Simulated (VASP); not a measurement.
# Sn4Se3 (I-43d) in VASP: single point with PBE

Aim: the single point of Sn4Se3 with PBE.

Everything below comes from runs of VASP 6.6.1. Logs are shortened: lines on timing, memory, paths and dates and some standing lists are left out, and cuts for length are marked.

## 1. The cell of the first run

It takes space group I-43d (No. 220, cubic). Conventional cell: a = 9.140 Å, b = 9.140 Å, c = 9.140 Å, α = 90.00°, β = 90.00°, γ = 90.00°. Within 4.0 Å of Sn (site symmetry 3) lie 6 Se at 2.98 to 3.36 Å and 5 Sn at 3.59 to 3.96 Å. Se (site symmetry -4) has 8 Sn at 2.98 to 3.36 Å within 3.9 Å.

## 2. Single point, PBE

Input file INCAR:

```
  ALGO = Normal
  EDIFF = 1E-7
  ENCUT = 520
  GGA = PE
  ISIF = 2
  ISMEAR = 0
  LASPH = True
  LCHARG = False
  LREAL = False
  LWAVE = False
  NBANDS = 87
  NELM = 80
  PREC = Accurate
  SIGMA = 0.1
```

Input file KPOINTS:

```
k-points
0
Gamma
  6 6 6
```

Input file POSCAR:

```
Sn4Se3
1.0
   -4.5701954036      4.5701954036      4.5701954036
    4.5701954036     -4.5701954036      4.5701954036
    4.5701954036      4.5701954036     -4.5701954036
Sn Se
8 6
Direct
    0.5000000000      0.0000000000      0.8712762537
    0.8712762537      0.5000000000      0.0000000000
    0.1287237463      0.1287237463      0.1287237463
    0.0000000000      0.8712762537      0.5000000000
    0.3712762537      0.5000000000      0.0000000000
    0.6287237463      0.6287237463      0.6287237463
    0.0000000000      0.3712762537      0.5000000000
    0.5000000000      0.0000000000      0.3712762537
    0.6250000000      0.3750000000      0.2500000000
    0.1250000000      0.7500000000      0.8750000000
    0.7500000000      0.8750000000      0.1250000000
    0.8750000000      0.1250000000      0.7500000000
    0.2500000000      0.6250000000      0.3750000000
    0.3750000000      0.2500000000      0.6250000000
```

Potentials or basis: VASP PAW PBE potentials, release 64 (Sn_d, Se).

The run is started by

```bash
$ cat potpaw_PBE.64/Sn_d/POTCAR potpaw_PBE.64/Se/POTCAR > POTCAR
$ mpirun -np 1 vasp_std > vasp.out
```

OUTCAR:

```text
EDIFF = 1E-7
   ENCUT = 520
   GGA = PE
   ISIF = 2
   ISMEAR = 0
   LASPH = True
   LREAL = False
   NELM = 80
   PREC = Accurate

 ion  position               nearest neighbor table
   1  0.500  0.000  0.871-   9 2.98  10 2.98  11 2.98   6 3.59   2 3.59   4 3.59
   2  0.871  0.500  0.000-  10 2.98  12 2.98  13 2.98   6 3.59   4 3.59   1 3.59
   3  0.129  0.129  0.129-  10 2.98  11 2.98  12 2.98   8 3.59   7 3.59   5 3.59
   4  0.000  0.871  0.500-  11 2.98  12 2.98  14 2.98   1 3.59   2 3.59   6 3.59
   5  0.371  0.500  0.000-   9 2.98  11 2.98  14 2.98   8 3.59   7 3.59   3 3.59
   6  0.629  0.629  0.629-   9 2.98  13 2.98  14 2.98   2 3.59   1 3.59   4 3.59
   7  0.000  0.371  0.500-   9 2.98  10 2.98  13 2.98   5 3.59   3 3.59   8 3.59
   8  0.500  0.000  0.371-  12 2.98  13 2.98  14 2.98   7 3.59   3 3.59   5 3.59
   9  0.625  0.375  0.250-   1 2.98   5 2.98   6 2.98   7 2.98
  10  0.125  0.750  0.875-   1 2.98   2 2.98   3 2.98   7 2.98
  11  0.750  0.875  0.125-   1 2.98   3 2.98   4 2.98   5 2.98
  12  0.875  0.125  0.750-   2 2.98   3 2.98   4 2.98   8 2.98
  13  0.250  0.625  0.375-   2 2.98   6 2.98   7 2.98   8 2.98
  14  0.375  0.250  0.625-   4 2.98   5 2.98   6 2.98   8 2.98

  LATTYP: Found a body centered cubic cell.
 ALAT       =     9.1403908072

  Lattice vectors:

 A1 = (  -4.5701954036,   4.5701954036,   4.5701954036)
 A2 = (   4.5701954036,  -4.5701954036,   4.5701954036)
 A3 = (   4.5701954036,   4.5701954036,  -4.5701954036)

Analysis of symmetry for initial positions (statically):
=====================================================================
 Subroutine PRICEL returns:
 Original cell was already a primitive cell.

 Routine SETGRP: Setting up the symmetry group for a
 body centered cubic supercell.

 Subroutine GETGRP returns: Found 24 space group operations
 (whereof  3 operations were pure point group operations)
 out of a pool of 48 trial point group operations.

The static configuration has the point symmetry C_3 .
 The point group associated with its full space group is T_d .

Analysis of symmetry for dynamics (positions and initial velocities):
=====================================================================
 Subroutine PRICEL returns:
 Original cell was already a primitive cell.

 Routine SETGRP: Setting up the symmetry group for a
 body centered cubic supercell.

 Subroutine GETGRP returns: Found 24 space group operations
 (whereof  3 operations were pure point group operations)
[... 132 lines left out ...]
   EFERMI =   0.00;   METHOD = LEGACY
   ISMEAR =     0;   SIGMA  =   0.10  broadening in eV -4-tet -1-fermi 0-gaus
   EFERMI_NEDOS =   21; number of points for ismear=-14 and -15
   IALGO  =     38    algorithm
   IMIX   =      4    mixing-type and parameters
     AMIX     =   0.40;   BMIX     =  1.00
     AMIX_MAG =   1.60;   BMIX_MAG =  1.00
  volume/ion in A,a.u.               =      27.27       184.05
  Fermi-wavevector in a.u.,A,eV,Ry     =   1.193642  2.255656 19.385315  1.424780
  Thomas-Fermi vector in A             =   2.329651
   LORBIT       =      0    0 simple, 1 ext, 2 COOP (PROOUT), +10 PAW based schemes
   GGA     = PE    functional components
   LHFCALC =     F    Hartree Fock is set to
   AEXX    =    0.0000 exact exchange contribution
   IVDW    =     0    specifies the selected vdW correction
   LEPSILON=     F    determine dielectric tensor
   LRPA    =     F    only Hartree local field effects (RPA)
 non-spin polarized calculation
 Gauss-broadening in eV      SIGMA  =   0.10
  energy-cutoff  :      520.00
  volume of cell :      381.82
 maximum number of plane-waves:     10332
   NGX = 29   NGY = 29   NGZ = 29

 number of electron     148.0000006 magnetization

 Free energy of the ion-electron system (eV)
  ---------------------------------------------------
  ext. energy  EPLUGINS =         0.00000000
  ---------------------------------------------------
  free energy    TOTEN  =       -54.30911005 eV

  energy without entropy =      -54.27622894  energy(sigma->0) =      -54.29266950

 E-fermi :   6.3188     XC(G=0):  -9.7821

 val. band max:        6.2986113984   @ k =   0.1667   0.0000   0.0000
 cond. band min:       6.3478942645   @ k =  -0.1667   0.1667   0.1667
 fundamental gap:      0.0492828661
 Fermi energy:         6.3188439772

 k-point     1 :       0.0000    0.0000    0.0000
  band No.  band energies     occupation
      1     -15.6506      2.00000
      2     -15.6506      2.00000
      3     -15.6460      2.00000
      4     -15.6460      2.00000
      5     -15.6460      2.00000
      6     -15.6456      2.00000
[... 1413 lines left out ...]
     85       9.2933      0.00000
     86       9.2933      0.00000
 [bands above 86 left out]

------------------------ aborting loop because EDIFF is reached ----------------------------------------

  FORCE on cell =-STRESS in cart. coord.  units (eV):
  Direction    XX          YY          ZZ          XY          YZ          ZX
  --------------------------------------------------------------------------------------
  -------------------------------------------------------------------------------------
  Total        0.0635343      0.0635343      0.0635343      0.0000000      0.0000000     -0.0000000
  in kB        0.2665966      0.2665966      0.2665966      0.0000000      0.0000000     -0.0000000
  external PRESSURE =       0.2665966 kB  Pullay stress =       0.0000000 kB

 VOLUME and BASIS-vectors are now :
 -----------------------------------------------------------------------------
  energy-cutoff  :      520.00
  volume of cell :      381.82
      direct lattice vectors                 reciprocal lattice vectors
    -4.570195404  4.570195404  4.570195404     0.000000000  0.109404512  0.109404512
     4.570195404 -4.570195404  4.570195404     0.109404512  0.000000000  0.109404512
     4.570195404  4.570195404 -4.570195404     0.109404512  0.109404512  0.000000000

 POSITION                                       TOTAL-FORCE (eV/Angst)
 -----------------------------------------------------------------------------------
      1.69681      6.26700     -1.69681        -0.003992     -0.003992      0.003992
     -1.69681      1.69681      6.26700         0.003992     -0.003992     -0.003992
      0.58829      0.58829      0.58829         0.003992      0.003992      0.003992
      6.26700     -1.69681      1.69681        -0.003992      0.003992     -0.003992
      0.58829     -0.58829      3.98190         0.003992     -0.003992     -0.003992
      2.87339      2.87339      2.87339         0.003992      0.003992      0.003992
      3.98190      0.58829     -0.58829        -0.003992      0.003992     -0.003992
     -0.58829      3.98190      0.58829        -0.003992     -0.003992      0.003992
      0.00000      2.28510      3.42765        -0.000000      0.000000     -0.000000
      6.85529      1.14255      0.00000        -0.000000      0.000000     -0.000000
      1.14255      0.00000      6.85529        -0.000000      0.000000     -0.000000
      0.00000      6.85529      1.14255        -0.000000      0.000000     -0.000000
      3.42765      0.00000      2.28510        -0.000000      0.000000     -0.000000
      2.28510      3.42765      0.00000        -0.000000      0.000000     -0.000000
 -----------------------------------------------------------------------------------
    total drift:                               -0.000000     -0.000000     -0.000000

  FREE ENERGIE OF THE ION-ELECTRON SYSTEM (eV)
  ---------------------------------------------------
  free  energy   TOTEN  =       -54.3091100471 eV

  energy  without entropy=      -54.2762289449  energy(sigma->0) =      -54.29266950
```

OSZICAR:

```text
N       E                     dE             d eps       ncg     rms          rms(c)
DAV:   1     0.187555272532E+04    0.18756E+04   -0.66057E+04  2992   0.228E+03
DAV:   2     0.324787493126E+03   -0.15508E+04   -0.15191E+04  2784   0.697E+02
DAV:   3    -0.188086044840E+02   -0.34360E+03   -0.33015E+03  3104   0.241E+02
DAV:   4    -0.538116739444E+02   -0.35003E+02   -0.34043E+02  3297   0.711E+01
DAV:   5    -0.553019762215E+02   -0.14903E+01   -0.14763E+01  3168   0.147E+01    0.876E+00
DAV:   6    -0.543061724808E+02    0.99580E+00   -0.24585E+00  3544   0.527E+00    0.520E+00
DAV:   7    -0.543182565618E+02   -0.12084E-01   -0.99119E-01  3808   0.237E+00    0.178E+00
DAV:   8    -0.543126159770E+02    0.56406E-02   -0.15301E-01  3432   0.156E+00    0.474E-01
DAV:   9    -0.543090467479E+02    0.35692E-02   -0.33948E-02  3448   0.676E-01    0.121E-01
DAV:  10    -0.543090337895E+02    0.12958E-04   -0.27288E-03  3621   0.212E-01    0.590E-02
DAV:  11    -0.543091258891E+02   -0.92100E-04   -0.51820E-04  3968   0.669E-02    0.206E-02
DAV:  12    -0.543091100501E+02    0.15839E-04   -0.73325E-05  3516   0.260E-02    0.954E-03
DAV:  13    -0.543091109640E+02   -0.91390E-06   -0.88613E-06  3017   0.106E-02    0.165E-03
DAV:  14    -0.543091100694E+02    0.89454E-06   -0.53508E-07  2797   0.244E-03    0.932E-04
DAV:  15    -0.543091100471E+02    0.22359E-07   -0.37363E-08  1700   0.124E-03
   1 F= -.54309110E+02 E0= -.54292669E+02  d E =-.328811E-01
```

It took 12 min on 1 thread of Intel Xeon Platinum 8375C at 2.90GHz (Ice Lake), shared host; peak memory 0.71 GiB.

What came out:

```yaml
Free_energy: -54.3091 eV
Pressure: 0.0 GPa
Largest_force: 0.007 eV/Å
Band_gap_on_the_k_mesh: zero (bands 74 and 75 overlap by 0.59 eV)
```

Forces on the atoms (eV/Å):
```
Sn  -0.004 -0.004  0.004
Sn   0.004 -0.004 -0.004
Sn   0.004  0.004  0.004
Sn  -0.004  0.004 -0.004
Sn   0.004 -0.004 -0.004
Sn   0.004  0.004  0.004
Sn  -0.004  0.004 -0.004
Sn  -0.004 -0.004  0.004
Se   0.000  0.000  0.000
Se   0.000  0.000  0.000
Se   0.000  0.000  0.000
Se   0.000  0.000  0.000
Se   0.000  0.000  0.000
Se   0.000  0.000  0.000
```

Caveat: semilocal functionals underestimate gaps, so a narrow gap can read as zero; spin-orbit coupling is left out, which moves the levels of the heavy elements.
